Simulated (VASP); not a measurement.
# Ir (Fm-3m) in VASP: notebook

Runs on Ir. Level: PBEsol. Tasks: single point.

Everything below comes from runs of VASP 6.6.1. Logs are shortened: lines on timing, memory, paths and dates and some standing lists are left out, and cuts for length are marked.

## (1) The cell of the first run

It takes space group Fm-3m (No. 225, cubic). The conventional cell has a = 3.830 Å, b = 3.830 Å, c = 3.830 Å, α = 90.00°, β = 90.00°, γ = 90.00°. Ir (site symmetry m-3m) has 12 Ir at 2.71 Å within 3.6 Å.

## (2) Single point, PBEsol

File INCAR:

```
SYSTEM = Ir
PREC = Accurate ; ENCUT = 560
EDIFF = 1E-6 ; ISMEAR = 0
SIGMA = 0.15 ; LREAL = .False.
LASPH = .True. ; NELM = 120
ALGO = Normal ; ISIF = 2
LWAVE = .False. ; LCHARG = .False.
GGA = PS ; NBANDS = 14
GGA_COMPAT = .False.
```

File KPOINTS:

```
regular mesh
0
Gamma
  16 16 16
  0 0 0
```

File POSCAR:

```
Ir
1.0
    0.0000000000      1.9151152069      1.9151152069
    1.9151152069      0.0000000000      1.9151152069
    1.9151152069      1.9151152069      0.0000000000
Ir
1
Direct
    0.0000000000      0.0000000000      0.0000000000
```

Potentials or basis: VASP PAW PBE potentials, release 64 (Ir_sv_GW).

Command:

```bash
cat potpaw_PBE.64/Ir_sv_GW/POTCAR > POTCAR
mpirun -np 1 vasp_std > vasp.out
```

OUTCAR:

```text
SYSTEM = Ir
   PREC = Accurate
   ENCUT = 560
   EDIFF = 1E-6
   ISMEAR = 0
   LREAL = .False.
   LASPH = .True.
   NELM = 120
   ISIF = 2
   GGA = PS

 ion  position               nearest neighbor table
   1  0.000  0.000  0.000-

  LATTYP: Found a face centered cubic cell.
 ALAT       =     3.8302304138

  Lattice vectors:

 A1 = (   0.0000000000,   1.9151152069,   1.9151152069)
 A2 = (   1.9151152069,   0.0000000000,   1.9151152069)
 A3 = (   1.9151152069,   1.9151152069,   0.0000000000)

Analysis of symmetry for initial positions (statically):
=====================================================================
 Subroutine PRICEL returns:
 Original cell was already a primitive cell.

 Routine SETGRP: Setting up the symmetry group for a
 face centered cubic supercell.

 Subroutine GETGRP returns: Found 48 space group operations
 (whereof 48 operations were pure point group operations)
 out of a pool of 48 trial point group operations.

The static configuration has the point symmetry O_h .

Analysis of symmetry for dynamics (positions and initial velocities):
=====================================================================
 Subroutine PRICEL returns:
 Original cell was already a primitive cell.

 Routine SETGRP: Setting up the symmetry group for a
 face centered cubic supercell.

 Subroutine GETGRP returns: Found 48 space group operations
 (whereof 48 operations were pure point group operations)
 out of a pool of 48 trial point group operations.

The dynamic configuration has the point symmetry O_h .

 Subroutine INISYM returns: Found 48 space group operations
 (whereof 48 operations are pure point group operations),
 and found     1 'primitive' translations

----------------------------------------------------------------------------------------

                                     Primitive cell

  volume of cell :      14.0480

  direct lattice vectors                    reciprocal lattice vectors
     0.000000000  1.915115207  1.915115207    -0.261080899  0.261080899  0.261080899
     1.915115207  0.000000000  1.915115207     0.261080899 -0.261080899  0.261080899
     1.915115207  1.915115207  0.000000000     0.261080899  0.261080899 -0.261080899

  length of vectors
     2.708381899  2.708381899  2.708381899     0.452205382  0.452205382  0.452205382

  position of ions in fractional coordinates (direct lattice)
     0.000000000  0.000000000  0.000000000

  ion indices of the primitive-cell ions
   primitive index   ion index
                 1           1

----------------------------------------------------------------------------------------

 KPOINTS: regular mesh

Automatic generation of k-mesh.
 Grid dimensions read from file:
 generate k-points for:   16   16   16

 Generating k-lattice:

  Cartesian coordinates                     Fractional coordinates (reciprocal lattice)
    -0.016317556  0.016317556  0.016317556     0.062500000  0.000000000  0.000000000
     0.016317556 -0.016317556  0.016317556     0.000000000  0.062500000  0.000000000
     0.016317556  0.016317556 -0.016317556     0.000000000  0.000000000  0.062500000

  Length of vectors
     0.028262836  0.028262836  0.028262836

  Shift w.r.t. Gamma in fractional coordinates (k-lattice)
     0.000000000  0.000000000  0.000000000

 Subroutine IBZKPT returns following result:
 ===========================================

 Found    145 irreducible k-points:

 Following reciprocal coordinates:
            Coordinates               Weight
  0.000000  0.000000  0.000000      1.000000
  0.062500  0.000000  0.000000      8.000000
  0.125000  0.000000  0.000000      8.000000
  0.187500  0.000000  0.000000      8.000000
  0.250000  0.000000  0.000000      8.000000
  0.312500  0.000000  0.000000      8.000000
[... 16 lines left out ...]
 -0.125000  0.062500  0.000000     24.000000
 -0.062500  0.062500  0.000000     12.000000
 [... further k-points ...]
   k-points           NKPTS =    145   k-points in BZ     NKDIM =    145   number of bands    NBANDS=     14
   number of dos      NEDOS =    301   number of ions     NIONS =      1
   total plane-waves  NPLWV =  13824
   dimension x,y,z NGX =    24 NGY =   24 NGZ =   24
   dimension x,y,z NGXF=    48 NGYF=   48 NGZF=   48
   ions per type =               1
   NGX,Y,Z   is equivalent  to a cutoff of  14.73, 14.73, 14.73 a.u.
   NGXF,Y,Z  is equivalent  to a cutoff of  29.46, 29.46, 29.46 a.u.
 SYSTEM =  Ir
   PREC   = accura    normal or accurate (medium, high low for compatibility)
   ISTART =      0    job   : 0-new  1-cont  2-samecut
   ICHARG =      2    charge: 1-file 2-atom 10-const
   ISPIN  =      1    spin polarized calculation?
   LNONCOLLINEAR =      F non collinear calculations
   LSORBIT =      F    spin-orbit coupling
   LASPH  =      T    aspherical Exc in radial PAW
   ENCUT  =  560.0 eV  41.16 Ry    6.42 a.u.   5.23  5.23  5.23*2*pi/ulx,y,z
   NELM   =    120;   NELMIN=  2; NELMDL= -5     # of ELM steps
   EDIFF  = 0.1E-05   stopping-criterion for ELM
   LREAL  =      F    real-space projection
   EDIFFG = 0.1E-04   stopping-criterion for IOM
   NSW    =      0    number of steps for IOM
   IBRION =     -1    ionic relax: 0-MD 1-quasi-New 2-CG
   NFREE  =      0    steps in history (QN), initial steepest desc. (CG)
   ISIF   =      2    stress and relaxation
   ISYM   =      2    0-nonsym 1-usesym 2-fastsym
   POTIM  = 0.5000    time-step for ionic-motion
   TEBEG  =    0.0;   TEEND  =   0.0 temperature during run
   PSTRESS=    0.0 pullay stress
   NELECT =      17.0000    total number of electrons
   NUPDOWN=      -1.0000    fix difference up-down
   EMIN   =  10.00;   EMAX   =-10.00  energy-range for DOS
   EFERMI =   0.00;   METHOD = LEGACY
   ISMEAR =     0;   SIGMA  =   0.15  broadening in eV -4-tet -1-fermi 0-gaus
   EFERMI_NEDOS =   21; number of points for ismear=-14 and -15
   IALGO  =     38    algorithm
   IMIX   =      4    mixing-type and parameters
     AMIX     =   0.40;   BMIX     =  1.00
     AMIX_MAG =   1.60;   BMIX_MAG =  1.00
  volume/ion in A,a.u.               =      14.05        94.80
  Fermi-wavevector in a.u.,A,eV,Ry     =   1.744561  3.296743 41.409252  3.043494
  Thomas-Fermi vector in A             =   2.816417
   LORBIT       =      0    0 simple, 1 ext, 2 COOP (PROOUT), +10 PAW based schemes
   GGA     = PS    functional components
   LHFCALC =     F    Hartree Fock is set to
   AEXX    =    0.0000 exact exchange contribution
   IVDW    =     0    specifies the selected vdW correction
   LEPSILON=     F    determine dielectric tensor
   LRPA    =     F    only Hartree local field effects (RPA)
 non-spin polarized calculation
 Gauss-broadening in eV      SIGMA  =   0.15
  energy-cutoff  :      560.00
  volume of cell :       14.05
 maximum number of plane-waves:       444
 NGX is ok and might be reduce to    24
   NGX = 11   NGY = 11   NGZ = 11

 number of electron      17.0000000 magnetization

 Free energy of the ion-electron system (eV)
  ---------------------------------------------------
  ext. energy  EPLUGINS =         0.00000000
  ---------------------------------------------------
  free energy    TOTEN  =       -10.39599579 eV

  energy without entropy =      -10.38208872  energy(sigma->0) =      -10.38904225

 E-fermi :  12.8734     XC(G=0): -14.7504

 val. band max:       12.8727314501   @ k =  -0.3750   0.1875   0.0000
 cond. band min:      12.8754487530   @ k =   0.3125   0.2500   0.0625
 fundamental gap:      0.0027173028
 Fermi energy:        12.8733716861

 k-point     1 :       0.0000    0.0000    0.0000
  band No.  band energies     occupation
      1     -80.1643      2.00000
      2     -36.5406      2.00000
      3     -36.5406      2.00000
      4     -36.5406      2.00000
      5       1.6241      2.00000
      6       8.9387      2.00000
      7       8.9387      2.00000
      8       8.9387      2.00000
      9      11.6831      2.00000
     10      11.6831      2.00000
     11      26.4376      0.00000
     12      31.9831      0.00000
     13      31.9831      0.00000
     14      31.9831      0.00000

 k-point     2 :       0.0625    0.0000    0.0000
  band No.  band energies     occupation
      1     -80.1620      2.00000
      2     -36.5731      2.00000
      3     -36.5450      2.00000
      4     -36.5450      2.00000
      5       1.8003      2.00000
      6       8.8430      2.00000
      7       9.0145      2.00000
      8       9.0145      2.00000
      9      11.6324      2.00000
     10      11.6324      2.00000
     11      26.7458      0.00000
     12      31.1884      0.00000
     13      32.2800      0.00000
     14      32.2800      0.00000

 k-point     3 :       0.1250    0.0000    0.0000
  band No.  band energies     occupation
      1     -80.1550      2.00000
      2     -36.6639      2.00000
      3     -36.5576      2.00000
      4     -36.5576      2.00000
      5       2.3050      2.00000
      6       8.6092      2.00000
      7       9.2046      2.00000
      8       9.2046      2.00000
      9      11.5333      2.00000
     10      11.5333      2.00000
     11      27.5677      0.00000
     12      29.6546      0.00000
     13      33.1408      0.00000
     14      33.1408      0.00000
[... 324 lines left out ...]
 k-point    23 :      -0.1250    0.0625    0.0000
  band No.  band energies     occupation
      1     -80.1495      2.00000
      2     -36.7170      2.00000
      3     -36.5886      2.00000
      4     -36.5573      2.00000
      5       2.6811      2.00000
      6       8.4065      2.00000
      7       9.3439      2.00000
      8       9.3667      2.00000
      9      11.1941      2.00000
     10      11.7922      2.00000
     11      28.1470      0.00000
     12      29.1471      0.00000
     13      32.7774      0.00000
     14      34.2639      0.00000

 k-point    24 :      -0.0625    0.0625    0.0000
  band No.  band energies     occupation
      1     -80.1581      2.00000
      2     -36.6182      2.00000
      3     -36.5644      2.00000
      4     -36.5468      2.00000
      5       2.0872      2.00000
      6       8.6710      2.00000
      7       9.1198      2.00000
      8       9.1735      2.00000
      9      11.4179      2.00000
     10      11.7071      2.00000
     11      27.2345      0.00000
     12      30.4543      0.00000
     13      32.2252      0.00000
     14      33.0169      0.00000

 [... further k-points ...]

------------------------ aborting loop because EDIFF is reached ----------------------------------------

  FORCE on cell =-STRESS in cart. coord.  units (eV):
  Direction    XX          YY          ZZ          XY          YZ          ZX
  --------------------------------------------------------------------------------------
  -------------------------------------------------------------------------------------
  Total       -0.1356094     -0.1356094     -0.1356094      0.0000000      0.0000000     -0.0000000
  in kB      -15.4662703    -15.4662703    -15.4662703      0.0000000      0.0000000     -0.0000000
  external PRESSURE =     -15.4662703 kB  Pullay stress =       0.0000000 kB

 VOLUME and BASIS-vectors are now :
 -----------------------------------------------------------------------------
  energy-cutoff  :      560.00
  volume of cell :       14.05
      direct lattice vectors                 reciprocal lattice vectors
     0.000000000  1.915115207  1.915115207    -0.261080899  0.261080899  0.261080899
     1.915115207  0.000000000  1.915115207     0.261080899 -0.261080899  0.261080899
     1.915115207  1.915115207  0.000000000     0.261080899  0.261080899 -0.261080899

 POSITION                                       TOTAL-FORCE (eV/Angst)
 -----------------------------------------------------------------------------------
      0.00000      0.00000      0.00000         0.000000      0.000000     -0.000000
 -----------------------------------------------------------------------------------
    total drift:                                0.000000      0.000000      0.000000

  FREE ENERGIE OF THE ION-ELECTRON SYSTEM (eV)
  ---------------------------------------------------
  free  energy   TOTEN  =       -10.3959957910 eV

  energy  without entropy=      -10.3820887168  energy(sigma->0) =      -10.38904225
```

It took 41 s on 1 thread of AMD EPYC 7R43 (Zen 3), shared host; peak memory 0.14 GiB.

Results:

- Free energy: -10.3960 eV
- Pressure: -1.5 GPa
- Band gap on the k mesh: zero (an odd number of electrons rules out a gap without spin polarisation)

Caveat: the PAW data sets were made with another functional, which shifts forces and pressure a little; spin-orbit coupling is left out, which moves the levels of the heavy elements.

[end of part 1 of 2]

The gap in the log of VASP goes by the Fermi energy; the results here count the filled bands.